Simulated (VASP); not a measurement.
# Ta2AlN2 (Cmmm) in VASP: notebook

Runs on Ta2AlN2. Level: PBE. Tasks: single point, relaxation of cell and atoms.

All numbers are computed with VASP 6.6.1; they aren't measurements. Logs are shortened: lines on timing, memory, paths and dates and some standing lists are left out, and cuts for length are marked.

## Step 1: The cell of the first run

The structure is orthorhombic, space group Cmmm (No. 65). The conventional cell has a = 5.394 Å, b = 5.477 Å, c = 5.273 Å, α = 90.00°, β = 90.00°, γ = 90.00°. Ta (site symmetry mmm) has 4 Ta at 2.70 to 2.74 Å and 4 N at 2.71 Å within 3.6 Å. Ta (site symmetry mmm) has 2 Al at 2.64 Å and 4 Ta at 2.70 to 2.74 Å and 4 N at 3.39 Å within 3.5 Å. Al (site symmetry mmm) has 6 N at 2.13 to 2.77 Å and 2 Ta at 2.64 Å within 2.8 Å. Within 1.6 Å of N (site symmetry m2m) lie 1 N at 1.22 Å.

The cell was built from a structure type or drawn by symmetry, and may not be a known phase.

## Step 2: Single point, PBE

File INCAR:

```
PREC = Accurate
ENCUT = 520
EDIFF = 1E-7
ISMEAR = 0
SIGMA = 0.1
LREAL = False
LASPH = True
NELM = 80
ALGO = Normal
ISIF = 2
LWAVE = False
LCHARG = False
GGA = PE
NBANDS = 26
```

File KPOINTS:

```
regular mesh
0
Gamma
  4 4 4
```

File POSCAR:

```
Ta2AlN2
1.0
    2.6971601102     -2.7383877710      0.0000000000
    2.6971601102      2.7383877710      0.0000000000
    0.0000000000      0.0000000000      5.2727822353
Ta Al N
2 1 2
Direct
    0.0000000000      0.0000000000      0.0000000000
    0.5000000000      0.5000000000      0.0000000000
    0.5000000000      0.5000000000      0.5000000000
    0.1114076707      0.8885923293      0.5000000000
    0.8885923293      0.1114076707      0.5000000000
```

Potentials or basis: VASP PAW PBE potentials, release 64 (Ta_pv, Al, N).

Run with:

```sh
$ cat potpaw_PBE.64/Ta_pv/POTCAR potpaw_PBE.64/Al/POTCAR potpaw_PBE.64/N/POTCAR > POTCAR
$ mpirun -np 1 vasp_std > vasp.out
```

OUTCAR:

```text
PREC = Accurate
   ENCUT = 520
   EDIFF = 1E-7
   ISMEAR = 0
   LREAL = False
   LASPH = True
   NELM = 80
   ISIF = 2
   GGA = PE

 ion  position               nearest neighbor table
   1  0.000  0.000  0.000-   2 2.70   2 2.70   2 2.74   2 2.74
   2  0.500  0.500  0.000-   3 2.64   3 2.64   1 2.70   1 2.70   1 2.74   1 2.74
   3  0.500  0.500  0.500-   4 2.13   5 2.13   2 2.64   2 2.64
   4  0.111  0.889  0.500-   5 1.22   3 2.13
   5  0.889  0.111  0.500-   4 1.22   3 2.13

  LATTYP: Found a base centered orthorhombic cell.
 ALAT       =     5.3943202204
 B/A-ratio  =     1.0152855815
 C/A-ratio  =     0.9774692676

  Lattice vectors:

 A1 = (   2.6971601102,  -2.7383877710,   0.0000000000)
 A2 = (   2.6971601102,   2.7383877710,   0.0000000000)
 A3 = (   0.0000000000,   0.0000000000,   5.2727822353)

Analysis of symmetry for initial positions (statically):
=====================================================================
 Subroutine PRICEL returns:
 Original cell was already a primitive cell.

 Routine SETGRP: Setting up the symmetry group for a
 base centered orthorhombic supercell.

 Subroutine GETGRP returns: Found  8 space group operations
 (whereof  8 operations were pure point group operations)
 out of a pool of  8 trial point group operations.

The static configuration has the point symmetry D_2h.

Analysis of symmetry for dynamics (positions and initial velocities):
=====================================================================
 Subroutine PRICEL returns:
 Original cell was already a primitive cell.

 Routine SETGRP: Setting up the symmetry group for a
 base centered orthorhombic supercell.

 Subroutine GETGRP returns: Found  8 space group operations
 (whereof  8 operations were pure point group operations)
 out of a pool of  8 trial point group operations.

The dynamic configuration has the point symmetry D_2h.

 Subroutine INISYM returns: Found  8 space group operations
 (whereof  8 operations are pure point group operations),
 and found     1 'primitive' translations

----------------------------------------------------------------------------------------

                                     Primitive cell

  volume of cell :      77.8882

  direct lattice vectors                    reciprocal lattice vectors
     2.697160110 -2.738387771  0.000000000     0.185380170 -0.182589188  0.000000000
     2.697160110  2.738387771  0.000000000     0.185380170  0.182589188  0.000000000
     0.000000000  0.000000000  5.272782235     0.000000000  0.000000000  0.189653195

  length of vectors
     3.843623322  3.843623322  5.272782235     0.260201113  0.260201113  0.189653195

  position of ions in fractional coordinates (direct lattice)
     0.000000000  0.000000000  0.000000000
     0.500000000  0.500000000  0.000000000
     0.500000000  0.500000000  0.500000000
     0.111407671  0.888592329  0.500000000
     0.888592329  0.111407671  0.500000000

  ion indices of the primitive-cell ions
   primitive index   ion index
                 1           1
                 2           2
                 3           3
                 4           4
                 5           5

----------------------------------------------------------------------------------------

 KPOINTS: regular mesh

Automatic generation of k-mesh.
 Grid dimensions read from file:
 generate k-points for:    4    4    4

 Generating k-lattice:

  Cartesian coordinates                     Fractional coordinates (reciprocal lattice)
     0.046345043 -0.045647297  0.000000000     0.250000000  0.000000000  0.000000000
     0.046345043  0.045647297  0.000000000     0.000000000  0.250000000  0.000000000
     0.000000000  0.000000000  0.047413299     0.000000000  0.000000000  0.250000000

  Length of vectors
     0.065050278  0.065050278  0.047413299

  Shift w.r.t. Gamma in fractional coordinates (k-lattice)
     0.000000000  0.000000000  0.000000000

 Subroutine IBZKPT returns following result:
 ===========================================

 Found     21 irreducible k-points:

 Following reciprocal coordinates:
            Coordinates               Weight
  0.000000  0.000000  0.000000      1.000000
  0.250000  0.000000  0.000000      4.000000
  0.500000  0.000000  0.000000      2.000000
  0.250000  0.250000  0.000000      2.000000
  0.500000  0.250000  0.000000      4.000000
 -0.250000  0.250000  0.000000      2.000000
[... 13 lines left out ...]
 -0.250000  0.250000  0.500000      2.000000
  0.500000  0.500000  0.500000      1.000000
   k-points           NKPTS =     21   k-points in BZ     NKDIM =     21   number of bands    NBANDS=     26
   number of dos      NEDOS =    301   number of ions     NIONS =      5
   total plane-waves  NPLWV =  36000
   dimension x,y,z NGX =    30 NGY =   30 NGZ =   40
   dimension x,y,z NGXF=    60 NGYF=   60 NGZF=   80
   ions per type =               2   1   2
   NGX,Y,Z   is equivalent  to a cutoff of  12.98, 12.98, 12.61 a.u.
   NGXF,Y,Z  is equivalent  to a cutoff of  25.95, 25.95, 25.22 a.u.
 SYSTEM =  unknown system
   PREC   = accura    normal or accurate (medium, high low for compatibility)
   ISTART =      0    job   : 0-new  1-cont  2-samecut
   ICHARG =      2    charge: 1-file 2-atom 10-const
   ISPIN  =      1    spin polarized calculation?
   LNONCOLLINEAR =      F non collinear calculations
   LSORBIT =      F    spin-orbit coupling
   LASPH  =      T    aspherical Exc in radial PAW
   ENCUT  =  520.0 eV  38.22 Ry    6.18 a.u.   7.15  7.15  9.80*2*pi/ulx,y,z
   NELM   =     80;   NELMIN=  2; NELMDL= -5     # of ELM steps
   EDIFF  = 0.1E-06   stopping-criterion for ELM
   LREAL  =      F    real-space projection
   EDIFFG = 0.1E-05   stopping-criterion for IOM
   NSW    =      0    number of steps for IOM
   IBRION =     -1    ionic relax: 0-MD 1-quasi-New 2-CG
   NFREE  =      0    steps in history (QN), initial steepest desc. (CG)
   ISIF   =      2    stress and relaxation
   ISYM   =      2    0-nonsym 1-usesym 2-fastsym
   POTIM  = 0.5000    time-step for ionic-motion
   TEBEG  =    0.0;   TEEND  =   0.0 temperature during run
   PSTRESS=    0.0 pullay stress
   NELECT =      35.0000    total number of electrons
   NUPDOWN=      -1.0000    fix difference up-down
   EMIN   =  10.00;   EMAX   =-10.00  energy-range for DOS
   EFERMI =   0.00;   METHOD = LEGACY
   ISMEAR =     0;   SIGMA  =   0.10  broadening in eV -4-tet -1-fermi 0-gaus
   EFERMI_NEDOS =   21; number of points for ismear=-14 and -15
   IALGO  =     38    algorithm
   IMIX   =      4    mixing-type and parameters
     AMIX     =   0.40;   BMIX     =  1.00
     AMIX_MAG =   1.60;   BMIX_MAG =  1.00
  volume/ion in A,a.u.               =      15.58       105.12
  Fermi-wavevector in a.u.,A,eV,Ry     =   1.253931  2.369586 21.393028  1.572343
  Thomas-Fermi vector in A             =   2.387760
   LORBIT       =      0    0 simple, 1 ext, 2 COOP (PROOUT), +10 PAW based schemes
   GGA     = PE    functional components
   LHFCALC =     F    Hartree Fock is set to
   AEXX    =    0.0000 exact exchange contribution
   IVDW    =     0    specifies the selected vdW correction
   LEPSILON=     F    determine dielectric tensor
   LRPA    =     F    only Hartree local field effects (RPA)
 non-spin polarized calculation
 Gauss-broadening in eV      SIGMA  =   0.10
  energy-cutoff  :      520.00
  volume of cell :       77.89
 maximum number of plane-waves:      2112
 NGX is ok and might be reduce to    30
   NGX = 15   NGY = 15   NGZ = 19

 number of electron      34.9999997 magnetization

 Free energy of the ion-electron system (eV)
  ---------------------------------------------------
  ext. energy  EPLUGINS =         0.00000000
  ---------------------------------------------------
  free energy    TOTEN  =       -38.26140954 eV

  energy without entropy =      -38.24319544  energy(sigma->0) =      -38.25230249

 E-fermi :   5.3823     XC(G=0): -11.0672

 val. band max:        5.3746310890   @ k =   0.0000   0.0000   0.5000
 cond. band min:       5.3863865657   @ k =   0.0000   0.0000   0.2500
 fundamental gap:      0.0117554767
 Fermi energy:         5.3822935465

 k-point     1 :       0.0000    0.0000    0.0000
  band No.  band energies     occupation
      1     -29.7920      2.00000
      2     -29.5875      2.00000
      3     -29.5781      2.00000
      4     -28.5903      2.00000
      5     -28.4396      2.00000
      6     -28.2639      2.00000
[... 18 lines left out ...]
     25      10.4900      0.00000
     26      10.7738      0.00000

 k-point     2 :       0.2500    0.0000    0.0000
  band No.  band energies     occupation
      1     -29.7830      2.00000
      2     -29.4808      2.00000
      3     -29.4610      2.00000
      4     -28.5977      2.00000
      5     -28.5781      2.00000
      6     -28.4261      2.00000
[... 18 lines left out ...]
     25       9.4399      0.00000
     26       9.8457      0.00000

 k-point     3 :       0.5000    0.0000    0.0000
  band No.  band energies     occupation
      1     -29.7739      2.00000
      2     -29.3356      2.00000
      3     -29.2816      2.00000
      4     -28.7629      2.00000
      5     -28.6420      2.00000
      6     -28.6052      2.00000
[... 18 lines left out ...]
     25       8.2458      0.00000
     26       9.2457      0.00000

 k-point     4 :       0.2500    0.2500    0.0000
  band No.  band energies     occupation
      1     -29.7772      2.00000
      2     -29.6585      2.00000
      3     -29.2942      2.00000
      4     -28.6375      2.00000
      5     -28.6011      2.00000
      6     -28.3883      2.00000
[... 18 lines left out ...]
     25       9.1826      0.00000
     26       9.2722      0.00000
[... 409 lines left out ...]
      1     -29.7760      2.00000
      2     -29.5774      2.00000
      3     -29.5536      2.00000
      4     -28.6056      2.00000
      5     -28.5049      2.00000
      6     -28.3641      2.00000
[... 18 lines left out ...]
     25       8.5345      0.00000
     26       9.1209      0.00000

 k-point    20 :      -0.2500    0.2500    0.5000
  band No.  band energies     occupation
      1     -29.7821      2.00000
      2     -29.6589      2.00000
      3     -29.3388      2.00000
      4     -28.7495      2.00000
      5     -28.6022      2.00000
      6     -28.2202      2.00000
[... 18 lines left out ...]
     25       9.3831      0.00000
     26       9.5847      0.00000

 k-point    21 :       0.5000    0.5000    0.5000
  band No.  band energies     occupation
      1     -29.7743      2.00000
      2     -29.7389      2.00000
      3     -29.7303      2.00000
      4     -28.6036      2.00000
      5     -28.3344      2.00000
      6     -28.1746      2.00000
[... 18 lines left out ...]
     25       9.1333      0.00000
     26       9.2990      0.00000

------------------------ aborting loop because EDIFF is reached ----------------------------------------

  FORCE on cell =-STRESS in cart. coord.  units (eV):
  Direction    XX          YY          ZZ          XY          YZ          ZX
  --------------------------------------------------------------------------------------
  -------------------------------------------------------------------------------------
  Total        0.0027007      0.2974886     -0.0209513      0.0000000      0.0000000      0.0000000
  in kB        0.0555543      6.1194083     -0.4309729      0.0000000      0.0000000      0.0000000
  external PRESSURE =       1.9146633 kB  Pullay stress =       0.0000000 kB

 VOLUME and BASIS-vectors are now :
 -----------------------------------------------------------------------------
  energy-cutoff  :      520.00
  volume of cell :       77.89
      direct lattice vectors                 reciprocal lattice vectors
     2.697160110 -2.738387771  0.000000000     0.185380170 -0.182589188  0.000000000
     2.697160110  2.738387771  0.000000000     0.185380170  0.182589188  0.000000000
     0.000000000  0.000000000  5.272782235     0.000000000  0.000000000  0.189653195

 POSITION                                       TOTAL-FORCE (eV/Angst)
 -----------------------------------------------------------------------------------
      0.00000      0.00000      0.00000         0.000000      0.000000      0.000000
      2.69716      0.00000      0.00000        -0.000000      0.000000      0.000000
      2.69716      0.00000      2.63639         0.000000      0.000000      0.000000
      2.69716      2.12823      2.63639         0.000000     -0.326924     -0.000000
      2.69716     -2.12823      2.63639         0.000000      0.326924      0.000000
 -----------------------------------------------------------------------------------
    total drift:                                0.000000      0.000000     -0.000000

  FREE ENERGIE OF THE ION-ELECTRON SYSTEM (eV)
  ---------------------------------------------------
  free  energy   TOTEN  =       -38.2614095403 eV

  energy  without entropy=      -38.2431954388  energy(sigma->0) =      -38.25230249
```

Wall time 50 s (1 thread of AMD EPYC 7R43 (Zen 3), shared host); peak memory 0.16 GiB.

What came out:

| Property | Result |
| --- | --- |
| Free energy | -38.2614 eV |
| Pressure | 0.2 GPa |
| Largest force | 0.327 eV/Å |
| Band gap on the k mesh | zero (an odd number of electrons rules out a gap without spin polarisation) |

Forces in eV/Å, atoms in the order of the input:
```
Ta   0.000  0.000  0.000
Ta   0.000  0.000  0.000
Al   0.000  0.000  0.000
N    0.000 -0.327  0.000
N    0.000  0.327  0.000
```

Caveat: the k points lie up to 0.41 Å⁻¹ apart, too coarse for converged energies and pressures of a metal; the standard files for N, O and F lose accuracy on very short bonds; spin-orbit coupling is left out, which moves the levels of the heavy elements.

## Step 3: Relaxation of cell and atoms, PBE

This run uses another cell than the first one, of 15.94 Å³/atom.

File INCAR:

```
SYSTEM = Ta2AlN2
PREC     = Accurate       ! precision mode
ENCUT    = 600            ! plane-wave cutoff, eV
EDIFF    = 1E-7           ! SCF threshold, eV
ISMEAR   = 0              ! smearing method
SIGMA    = 0.1            ! smearing width, eV
LREAL    = .False.        ! projectors in reciprocal space
LASPH    = .True.         ! aspherical terms in the spheres
NELM     = 100            ! most SCF steps
ALGO     = Normal         ! electronic algorithm
ISIF     = 3              ! what is computed and relaxed
LWAVE    = .False.        ! write WAVECAR
LCHARG   = .False.        ! write CHGCAR
GGA      = PE             ! functional
IBRION   = 2              ! ionic algorithm
NSW      = 90             ! ionic steps
EDIFFG   = -0.04          ! ionic threshold
```

File KPOINTS:

```
Automatic mesh
0
Gamma
  4 4 4
  0 0 0
```

File POSCAR:

```
Ta2AlN2
1.0
    2.9065427000     -3.0277323100      0.0000000000
    2.9065427000      3.0277323100      0.0000000000
    0.0000000000      0.0000000000      4.5294615100
Ta Al N
2 1 2
Direct
    0.0000000000      0.0000000000      0.0000000000
    0.5000000000      0.5000000000      0.0000000000
    0.5000000000      0.5000000000      0.5000000000
    0.2069644700      0.7930355300      0.5000000000
    0.7930355300      0.2069644700      0.5000000000
```

Potentials or basis: VASP PAW PBE potentials, release 64 (Ta_pv, Al, N).

Run with:

```sh
$ cat potpaw_PBE.64/Ta_pv/POTCAR potpaw_PBE.64/Al/POTCAR potpaw_PBE.64/N/POTCAR > POTCAR
$ mpirun -np 1 vasp_std > vasp.out
```

Run time: 11 min. Hardware: 1 thread of AMD EPYC 7R43 (Zen 3), shared host; peak memory 0.21 GiB.

Results (log left out):

- Free energy: -38.2689 eV
- Relaxed volume: 15.49 Å³/atom
- Relaxed cell: a = 3.837 Å, b = 3.837 Å, c = 5.262 Å, α = 90.00°, β = 90.00°, γ = 90.87°
- Space group after relaxing (to 0.1 Å): Cmmm (No. 65)
- Energy gained by relaxing: 588.8 meV/atom
- Ionic steps: 18
- Pressure after relaxing: 0.0 GPa
- Largest force after relaxing: 0.028 eV/Å
- Band gap on the k mesh: zero (an odd number of electrons rules out a gap without spin polarisation)

Forces in eV/Å, atoms in the order of the input:
```
Ta   0.000  0.000  0.000
Ta   0.000  0.000  0.000
Al   0.000  0.000  0.000
N    0.000  0.028  0.000
N    0.000 -0.028  0.000
```

Stress tensor (GPa, compression positive):
```
 0.10  0.00  0.00
 0.00  0.00  0.00
 0.00  0.00 -0.10
```

Step by step:
| step | energy change (eV) | largest force (eV/Å) | pressure (GPa) | volume (Å³) |
| --- | --- | --- | --- | --- |
| 1 | 0.0000 | 1.4356 | -3.79 | 79.72 |
| 2 | -0.4796 | 0.9681 | 0.30 | 75.32 |
| 3 | -0.5595 | 0.9160 | 3.33 | 73.16 |
| 4 | -0.5661 | 1.0139 | 4.61 | 72.32 |
| 5 | -0.6665 | 0.7747 | -4.35 | 74.74 |
| 6 | -0.6901 | 0.6744 | -1.87 | 73.90 |
| 7 | -0.9973 | 2.2465 | -3.47 | 73.49 |
| 8 | -2.5290 | 1.1966 | 10.05 | 71.93 |
| 9 | -2.0254 | 3.5533 | -1.55 | 72.66 |
| 10 | -2.5158 | 2.0048 | 4.15 | 72.18 |
| 11 | -2.5592 | 0.8237 | 6.56 | 72.06 |
| 12 | -2.5599 | 0.2642 | 7.59 | 72.02 |
| 13 | -2.9243 | 0.3773 | -0.70 | 77.68 |
| 14 | -2.9320 | 0.3861 | -1.78 | 78.75 |
| 15 | -2.8925 | 2.4538 | 3.52 | 77.47 |
| 16 | -2.9378 | 0.2673 | -0.48 | 78.40 |
| 17 | -2.9431 | 0.0793 | -0.19 | 77.80 |
| 18 | -2.9439 | 0.0281 | 0.00 | 77.47 |

Final structure:
```xyz
5
Lattice="2.6928 -2.7338 0.0000 2.6928 2.7338 0.0000 0.0000 0.0000 5.2616" Properties=species:S:1:pos:R:3 pbc="T T T"
Ta    0.0000    0.0000    0.0000
Ta    2.6928    0.0000    0.0000
Al    2.6928    0.0000    2.6308
N     2.6928    2.1189    2.6308
N     2.6928   -2.1189    2.6308
```

Levels at points of the mesh, in eV from the Fermi level:
| k point | band 13 | band 14 | band 15 | band 16 | band 17 | band 18 | band 19 | band 20 | band 21 |
| --- | --- | --- | --- | --- | --- | --- | --- | --- | --- |
| (0.00, 0.00, 0.00) | -3.94 | -2.72 | -2.06 | -1.95 | -1.00 | -0.92 | 0.69 | 1.01 | 2.15 |
| (0.50, 0.00, 0.00) | -2.80 | -2.41 | -1.45 | -0.16 | -0.08 | 0.07 | 0.51 | 0.76 | 1.00 |
| (0.50, 0.50, 0.00) | -3.54 | -2.61 | -2.47 | -1.96 | 1.13 | 1.42 | 1.52 | 1.60 | 1.64 |
| (0.00, 0.00, 0.50) | -3.76 | -2.66 | -1.46 | -1.31 | -0.77 | -0.63 | -0.36 | -0.05 | 3.03 |
| (0.50, 0.00, 0.50) | -2.10 | -1.43 | -1.29 | -0.89 | 0.27 | 0.39 | 0.63 | 0.78 | 1.01 |
| (0.50, 0.50, 0.50) | -2.45 | -1.82 | -1.75 | -1.58 | -1.32 | -1.30 | 0.85 | 1.66 | 2.17 |

Caveat: the k points lie up to 0.41 Å⁻¹ apart in the final cell, too coarse for converged energies and pressures of a metal; a cell axis changed by over 15 % at a fixed basis, so the end point is rough; spin-orbit coupling is left out, which moves the levels of the heavy elements.
